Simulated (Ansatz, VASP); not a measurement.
Two plane-wave programs on SiC

```
Si C
1.0
     0.00000    2.17805    2.19983
     2.17805    0.00000    2.19983
     2.17805    2.17805    0.00000
Si C
1 1
Cartesian
  0.0000 0.0000 0.0000
  1.0890 1.0890 1.0999
```

Change from the starting cell: uniaxial_z strain +1.0%.

Alike in both runs: task single point; functional r2SCAN; k mesh 10 × 10 × 10; no spin polarisation.

```csv
,VASP,Ansatz
version,VASP 6.6.1,Ansatz 0.2.0
potentials or method,"VASP PAW PBE potentials, release 64 (Si, C)","plane waves, PAW"
plane-wave cutoff (eV),520,500
occupations,"gaussian, width 0.01 eV",fixed
valence electrons in the cell,8,8
```

```csv
,VASP,Ansatz,Ansatz less VASP
gap on the k mesh at the Fermi level (eV),1.68,1.67,-0.011
pressure (GPa),-2.4,-2.2,+0.16
"traceless stress, the component that is largest in VASP (GPa)",-1.90,-1.89,+0.008
```

VASP's potentials were made for PBE, not for r2SCAN.
